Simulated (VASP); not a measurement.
# Cu2O (Pn-3m) in VASP: a series of runs

The runs below take Cu2O through relaxation of the atoms, with r2SCAN.

Everything below comes from runs of VASP 6.6.1. Logs are shortened: lines on timing, memory, paths and dates and some standing lists are left out, and cuts for length are marked.

## 1. The cell of the first run

The structure is cubic, space group Pn-3m (No. 224). Conventional cell: a = 4.216 Å, b = 4.216 Å, c = 4.216 Å, α = 90.00°, β = 90.00°, γ = 90.00°. Cu (site symmetry -3m) has 2 O at 1.83 Å within 2.4 Å. Within 2.4 Å of O (site symmetry -43m) lie 4 Cu at 1.83 Å.

## 2. Relaxation of the atoms, r2SCAN

POSCAR reads:

```
Cu2O
1.0
    4.2160019500      0.0000000000      0.0000000000
    0.0000000000      4.2160019500      0.0000000000
    0.0000000000      0.0000000000      4.2160019500
Cu O
4 2
Direct
    0.2500000000      0.2500000000      0.2500000000
    0.2500000000      0.7500000000      0.7500000000
    0.7500000000      0.7500000000      0.2500000000
    0.7500000000      0.2500000000      0.7500000000
    0.0000000000      0.0000000000      0.0000000000
    0.5000000000      0.5000000000      0.5000000000
```

INCAR.step1 reads:

```
PREC     = Accurate       # precision mode
ENCUT    = 580            # plane-wave cutoff, eV
ISMEAR   = -1             # smearing method
SIGMA    = 0.02           # smearing width, eV
LREAL    = F              # projectors in reciprocal space
LASPH    = T              # aspherical terms in the spheres
NELM     = 120            # most SCF steps
GGA      = PE             # functional
ALGO     = Normal         # electronic algorithm
EDIFF    = 1E-5           # SCF threshold, eV
LWAVE    = T              # write WAVECAR
LCHARG   = F              # write CHGCAR
GGA_COMPAT= F            
IBRION   = 2              # ionic algorithm
EDIFFG   = -0.01          # ionic threshold
NELMIN   = 4            
NSW      = 100            # ionic steps
KPAR     = 4
```

INCAR.step2 reads:

```
PREC     = Accurate       # precision mode
ENCUT    = 580            # plane-wave cutoff, eV
EDIFF    = 1E-7           # SCF threshold, eV
ISMEAR   = -1             # smearing method
SIGMA    = 0.02           # smearing width, eV
LREAL    = F              # projectors in reciprocal space
LASPH    = T              # aspherical terms in the spheres
NELM     = 120            # most SCF steps
ALGO     = Normal         # electronic algorithm
ISIF     = 2              # what is computed and relaxed
LWAVE    = F              # write WAVECAR
LCHARG   = F              # write CHGCAR
METAGGA  = R2SCAN         # meta-GGA
LMIXTAU  = T            
IBRION   = 2              # ionic algorithm
NSW      = 50             # ionic steps
EDIFFG   = -0.01          # ionic threshold
ISTART   = 1            
GGA_COMPAT= F            
NELMIN   = 4            
KPAR     = 4
```

KPOINTS reads:

```
Automatic mesh
0
Gamma
  8 8 8
```

Potentials or basis: VASP PAW PBE potentials, release 64 (Cu, O).

Started as:

```bash
$ cat potpaw_PBE.64/Cu/POTCAR potpaw_PBE.64/O/POTCAR > POTCAR
$ cp INCAR.step1 INCAR
$ mpirun -np 4 vasp_std > vasp.out
$ cp INCAR.step2 INCAR
$ mpirun -np 4 vasp_std > vasp.out
```

OUTCAR:

```text
PREC = Accurate
   ENCUT = 580
   EDIFF = 1E-7
   ISMEAR = -1
   LREAL = F
   LASPH = T
   NELM = 120
   ISIF = 2
   METAGGA = R2SCAN
   IBRION = 2
   NSW = 50
   EDIFFG = -0.01
   ISTART = 1
   NELMIN = 4

 ion  position               nearest neighbor table
   1  0.250  0.250  0.250-   5 1.83   6 1.83
   2  0.250  0.750  0.750-   5 1.83   6 1.83
   3  0.750  0.750  0.250-   5 1.83   6 1.83
   4  0.750  0.250  0.750-   5 1.83   6 1.83
   5  0.000  0.000  0.000-   1 1.83   2 1.83   3 1.83   4 1.83
   6  0.500  0.500  0.500-   1 1.83   2 1.83   3 1.83   4 1.83

  LATTYP: Found a simple cubic cell.
 ALAT       =     4.2160019500

  Lattice vectors:

 A1 = (   4.2160019500,   0.0000000000,   0.0000000000)
 A2 = (   0.0000000000,   4.2160019500,   0.0000000000)
 A3 = (   0.0000000000,   0.0000000000,   4.2160019500)

Analysis of symmetry for initial positions (statically):
=====================================================================
 Subroutine PRICEL returns:
 Original cell was already a primitive cell.

 Routine SETGRP: Setting up the symmetry group for a
 simple cubic supercell.

 Subroutine GETGRP returns: Found 48 space group operations
 (whereof 24 operations were pure point group operations)
 out of a pool of 48 trial point group operations.

The static configuration has the point symmetry T_d .
 The point group associated with its full space group is O_h .

Analysis of symmetry for dynamics (positions and initial velocities):
=====================================================================
 Subroutine PRICEL returns:
 Original cell was already a primitive cell.

 Routine SETGRP: Setting up the symmetry group for a
 simple cubic supercell.

 Subroutine GETGRP returns: Found 48 space group operations
 (whereof 24 operations were pure point group operations)
 out of a pool of 48 trial point group operations.

The dynamic configuration has the point symmetry T_d .
 The point group associated with its full space group is O_h .

 Subroutine INISYM returns: Found 48 space group operations
 (whereof 24 operations are pure point group operations),
 and found     1 'primitive' translations

----------------------------------------------------------------------------------------

                                     Primitive cell

  volume of cell :      74.9381

  direct lattice vectors                    reciprocal lattice vectors
     4.216001950  0.000000000  0.000000000     0.237191541  0.000000000  0.000000000
     0.000000000  4.216001950  0.000000000     0.000000000  0.237191541  0.000000000
     0.000000000  0.000000000  4.216001950     0.000000000  0.000000000  0.237191541

  length of vectors
     4.216001950  4.216001950  4.216001950     0.237191541  0.237191541  0.237191541

  position of ions in fractional coordinates (direct lattice)
     0.250000000  0.250000000  0.250000000
     0.250000000  0.750000000  0.750000000
     0.750000000  0.750000000  0.250000000
     0.750000000  0.250000000  0.750000000
     0.000000000  0.000000000  0.000000000
     0.500000000  0.500000000  0.500000000

  ion indices of the primitive-cell ions
   primitive index   ion index
                 1           1
                 2           2
                 3           3
                 4           4
                 5           5
                 6           6

----------------------------------------------------------------------------------------

 KPOINTS: Automatic mesh

Automatic generation of k-mesh.
 Grid dimensions read from file:
 generate k-points for:    8    8    8

 Generating k-lattice:

  Cartesian coordinates                     Fractional coordinates (reciprocal lattice)
     0.029648943  0.000000000  0.000000000     0.125000000  0.000000000  0.000000000
     0.000000000  0.029648943  0.000000000     0.000000000  0.125000000  0.000000000
     0.000000000  0.000000000  0.029648943     0.000000000  0.000000000  0.125000000

  Length of vectors
     0.029648943  0.029648943  0.029648943

  Shift w.r.t. Gamma in fractional coordinates (k-lattice)
     0.000000000  0.000000000  0.000000000

 Subroutine IBZKPT returns following result:
 ===========================================

 Found     35 irreducible k-points:

 Following reciprocal coordinates:
            Coordinates               Weight
  0.000000  0.000000  0.000000      1.000000
  0.125000  0.000000  0.000000      6.000000
  0.250000  0.000000  0.000000      6.000000
  0.375000  0.000000  0.000000      6.000000
  0.500000  0.000000  0.000000      3.000000
  0.125000  0.125000  0.000000     12.000000
[... 16 lines left out ...]
  0.375000  0.375000  0.125000     24.000000
  0.500000  0.375000  0.125000     24.000000
 [... further k-points ...]
   k-points           NKPTS =     35   k-points in BZ     NKDIM =     35   number of bands    NBANDS=     33
   number of dos      NEDOS =    301   number of ions     NIONS =      6
   total plane-waves  NPLWV =  46656
   dimension x,y,z NGX =    36 NGY =   36 NGZ =   36
   dimension x,y,z NGXF=    72 NGYF=   72 NGZF=   72
   ions per type =               4   2
   NGX,Y,Z   is equivalent  to a cutoff of  14.20, 14.20, 14.20 a.u.
   NGXF,Y,Z  is equivalent  to a cutoff of  28.39, 28.39, 28.39 a.u.
 SYSTEM =  unknown system
   PREC   = accura    normal or accurate (medium, high low for compatibility)
   ISTART =      1    job   : 0-new  1-cont  2-samecut
   ICHARG =      0    charge: 1-file 2-atom 10-const
   ISPIN  =      1    spin polarized calculation?
   LNONCOLLINEAR =      F non collinear calculations
   LSORBIT =      F    spin-orbit coupling
   LASPH  =      T    aspherical Exc in radial PAW
   ENCUT  =  580.0 eV  42.63 Ry    6.53 a.u.   8.28  8.28  8.28*2*pi/ulx,y,z
   NELM   =    120;   NELMIN=  4; NELMDL=  0     # of ELM steps
   EDIFF  = 0.1E-06   stopping-criterion for ELM
   LREAL  =      F    real-space projection
   EDIFFG = -.1E-01   stopping-criterion for IOM
   NSW    =     50    number of steps for IOM
   IBRION =      2    ionic relax: 0-MD 1-quasi-New 2-CG
   NFREE  =      1    steps in history (QN), initial steepest desc. (CG)
   ISIF   =      2    stress and relaxation
   ISYM   =      2    0-nonsym 1-usesym 2-fastsym
   POTIM  = 0.5000    time-step for ionic-motion
   TEBEG  =    0.0;   TEEND  =   0.0 temperature during run
   PSTRESS=    0.0 pullay stress
   NELECT =      56.0000    total number of electrons
   NUPDOWN=      -1.0000    fix difference up-down
   EMIN   =  10.00;   EMAX   =-10.00  energy-range for DOS
   EFERMI =   0.00;   METHOD = LEGACY
   ISMEAR =    -1;   SIGMA  =   0.02  broadening in eV -4-tet -1-fermi 0-gaus
   EFERMI_NEDOS =   21; number of points for ismear=-14 and -15
   IALGO  =     38    algorithm
   IMIX   =      4    mixing-type and parameters
     AMIX     =   0.40;   BMIX     =  1.00
     AMIX_MAG =   1.60;   BMIX_MAG =  1.00
  volume/ion in A,a.u.               =      12.49        84.28
  Fermi-wavevector in a.u.,A,eV,Ry     =   1.485605  2.807386 30.028363  2.207022
  Thomas-Fermi vector in A             =   2.598996
   LORBIT       =      0    0 simple, 1 ext, 2 COOP (PROOUT), +10 PAW based schemes
   METAGGA = R2SCAN    functional components
   LHFCALC =     F    Hartree Fock is set to
   AEXX    =    0.0000 exact exchange contribution
   IVDW    =     0    specifies the selected vdW correction
   LEPSILON=     F    determine dielectric tensor
   LRPA    =     F    only Hartree local field effects (RPA)
 conjugate gradient relaxation of ions
 non-spin polarized calculation
  energy-cutoff  :      580.00
  volume of cell :       74.94
 maximum number of plane-waves:      2408
 NGX is ok and might be reduce to    36
   NGX = 17   NGY = 17   NGZ = 17

 number of electron      56.0000035 magnetization

 Free energy of the ion-electron system (eV)
  ---------------------------------------------------
  ext. energy  EPLUGINS =         0.00000000
  ---------------------------------------------------
  free energy    TOTEN  =       -58.18597554 eV

  energy without entropy =      -58.18597554  energy(sigma->0) =      -58.18597554

 E-fermi :   5.3720     XC(G=0): -11.8230

 val. band max:        4.9510042006   @ k =   0.0000   0.0000   0.0000
 cond. band min:       5.7901737413   @ k =   0.0000   0.0000   0.0000
 fundamental gap:      0.8391695407
 Fermi energy:         5.3720259186

 k-point     1 :       0.0000    0.0000    0.0000
  band No.  band energies     occupation
      1     -16.6197      2.00000
      2     -15.8538      2.00000
      3      -2.7842      2.00000
      4      -2.7842      2.00000
      5      -2.7842      2.00000
      6      -0.2486      2.00000
[... 25 lines left out ...]
     32      13.6117      0.00000
     33      13.6117      0.00000

 k-point     2 :       0.1250    0.0000    0.0000
  band No.  band energies     occupation
      1     -16.5903      2.00000
      2     -15.8826      2.00000
      3      -2.7418      2.00000
      4      -2.7231      2.00000
      5      -2.7231      2.00000
      6      -0.6392      2.00000
[... 25 lines left out ...]
     32      13.2513      0.00000
     33      13.5232      0.00000

 k-point     3 :       0.2500    0.0000    0.0000
  band No.  band energies     occupation
      1     -16.5065      2.00000
      2     -15.9644      2.00000
      3      -2.6109      2.00000
      4      -2.5480      2.00000
      5      -2.5480      2.00000
      6      -1.1477      2.00000
[... 25 lines left out ...]
     32      12.3678      0.00000
     33      12.9631      0.00000

 k-point     4 :       0.3750    0.0000    0.0000
  band No.  band energies     occupation
      1     -16.3814      2.00000
      2     -16.0877      2.00000
      3      -2.3853      2.00000
      4      -2.2969      2.00000
      5      -2.2969      2.00000
      6      -1.6393      2.00000
[... 25 lines left out ...]
     32      10.8508      0.00000
     33      13.1053      0.00000

 k-point     5 :       0.5000    0.0000    0.0000
  band No.  band energies     occupation
      1     -16.2342      2.00000
      2     -16.2342      2.00000
      3      -2.1284      2.00000
      4      -2.1284      2.00000
      5      -2.0599      2.00000
      6      -2.0599      2.00000
[... 604 lines left out ...]
 k-point    22 :       0.5000    0.2500    0.1250
  band No.  band energies     occupation
      1     -16.2881      2.00000
      2     -16.1520      2.00000
      3      -2.7034      2.00000
      4      -2.5469      2.00000
      5      -2.1056      2.00000
      6      -1.4583      2.00000
[... 25 lines left out ...]
     32       9.4986      0.00000
     33      11.2262      0.00000

 k-point    23 :       0.3750    0.3750    0.1250
  band No.  band energies     occupation
      1     -16.3125      2.00000
      2     -16.1176      2.00000
      3      -2.8214      2.00000
      4      -2.6526      2.00000
      5      -2.0790      2.00000
      6      -1.4420      2.00000
[... 25 lines left out ...]
     32       9.3465      0.00000
     33      11.1396      0.00000

 k-point    24 :       0.5000    0.3750    0.1250
  band No.  band energies     occupation
      1     -16.3014      2.00000
      2     -16.1230      2.00000
      3      -2.8085      2.00000
      4      -2.7674      2.00000
      5      -2.0372      2.00000
      6      -1.4504      2.00000
[... 25 lines left out ...]
     32       9.1806      0.00000
     33      11.3118      0.00000

 [... further k-points ...]
[... 5 lines left out ...]
  --------------------------------------------------------------------------------------
  -------------------------------------------------------------------------------------
  Total        1.8388258      1.8388258      1.8388258     -0.0000000     -0.0000000      0.0000000
  in kB       39.3141376     39.3141376     39.3141376     -0.0000000     -0.0000000      0.0000000
  external PRESSURE =      39.3141376 kB  Pullay stress =       0.0000000 kB

 VOLUME and BASIS-vectors are now :
 -----------------------------------------------------------------------------
  energy-cutoff  :      580.00
  volume of cell :       74.94
      direct lattice vectors                 reciprocal lattice vectors
     4.216001950  0.000000000  0.000000000     0.237191541  0.000000000  0.000000000
     0.000000000  4.216001950  0.000000000     0.000000000  0.237191541  0.000000000
     0.000000000  0.000000000  4.216001950     0.000000000  0.000000000  0.237191541

 POSITION                                       TOTAL-FORCE (eV/Angst)
 -----------------------------------------------------------------------------------
      1.05400      1.05400      1.05400         0.000000     -0.000000     -0.000000
      1.05400      3.16200      3.16200        -0.000000     -0.000000     -0.000000
      3.16200      3.16200      1.05400        -0.000000      0.000000      0.000000
      3.16200      1.05400      3.16200         0.000000      0.000000     -0.000000
      0.00000      0.00000      0.00000        -0.000000      0.000000     -0.000000
      2.10800      2.10800      2.10800        -0.000000      0.000000     -0.000000
 -----------------------------------------------------------------------------------
    total drift:                                0.000000      0.000000      0.000000

  FREE ENERGIE OF THE ION-ELECTRON SYSTEM (eV)
  ---------------------------------------------------
  free  energy   TOTEN  =       -58.1859755360 eV

  energy  without entropy=      -58.1859755360  energy(sigma->0) =      -58.18597554

 reached required accuracy - stopping structural energy minimisation
```

It took 1.7 min on 4 MPI ranks of AMD EPYC 7R13 (Zen 3), shared host; peak memory 0.24 GiB.

What came out:

```
Free energy             : -58.1860 eV
Pressure after relaxing : 3.9 GPa
Band gap on the k mesh  : 0.84 eV
```

Final structure:
```yaml
crystal:
  lattice:
    - [4.21600, 0.00000, 0.00000]
    - [0.00000, 4.21600, 0.00000]
    - [0.00000, 0.00000, 4.21600]
  atoms:
    - { symbol: Cu, position: [0.25000, 0.25000, 0.25000] }
    - { symbol: Cu, position: [0.25000, 0.75000, 0.75000] }
    - { symbol: Cu, position: [0.75000, 0.75000, 0.25000] }
    - { symbol: Cu, position: [0.75000, 0.25000, 0.75000] }
    - { symbol: O, position: [0.00000, 0.00000, 0.00000] }
    - { symbol: O, position: [0.50000, 0.50000, 0.50000] }
```

Levels at points of the mesh, in eV from the valence-band top:
```tsv
k point	band 26	band 27	band 28	band 29	band 30	band 31
(0.00, 0.00, 0.00)	0.00	0.00	0.00	0.84	1.40	1.40
(0.50, 0.00, 0.00)	-1.34	-0.40	-0.40	2.60	2.60	4.52
(0.50, 0.50, 0.00)	-1.35	-0.69	-0.69	2.22	2.22	4.23
(0.50, 0.50, 0.50)	-0.62	-0.62	-0.62	2.70	2.70	2.70
```

Caveat: the relaxation stopped at its first step, so nothing moved; the PAW data sets were made with another functional, which shifts forces and pressure a little.

(Continued in part 2 of 2.)
